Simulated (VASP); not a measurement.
A run of VASP 6.6.1 is set up as follows.

The input INCAR:

```
PREC = Accurate
ENCUT = 600
EDIFF = 1E-6
ISMEAR = -1
SIGMA = 0.08
LREAL = False
LASPH = True
NELM = 100
ALGO = Normal
ISIF = 3
LWAVE = False
LCHARG = False
GGA = PE
IBRION = 2
NSW = 60
EDIFFG = -0.005
PSTRESS = 4200.0
```

Contents of KPOINTS:

```
Automatic mesh
0
Gamma
  20 20 20
```

POSCAR

```
Be
1.0
    0.0000000000      1.5211175062      1.5211175062
    1.5211175062      0.0000000000      1.5211175062
    1.5211175062      1.5211175062      0.0000000000
Be
2
Direct
   -0.1250000000     -0.1250000000     -0.1250000000
    0.1250000000      0.1250000000      0.1250000000
```

Potentials or basis: VASP PAW PBE potentials, release 64 (Be).

Command:

```bash
$ cat potpaw_PBE.64/Be/POTCAR > POTCAR
$ mpirun -np 1 vasp_std > vasp.out
```

(1) Estimate the space group after relaxing (to 0.1 Å).

(2) Predict the relaxed cell.

Answers

(1) Fd-3m (No. 227).

(2) a = 2.283 Å, b = 2.283 Å, c = 2.283 Å, α = 60.00°, β = 60.00°, γ = 60.00°.
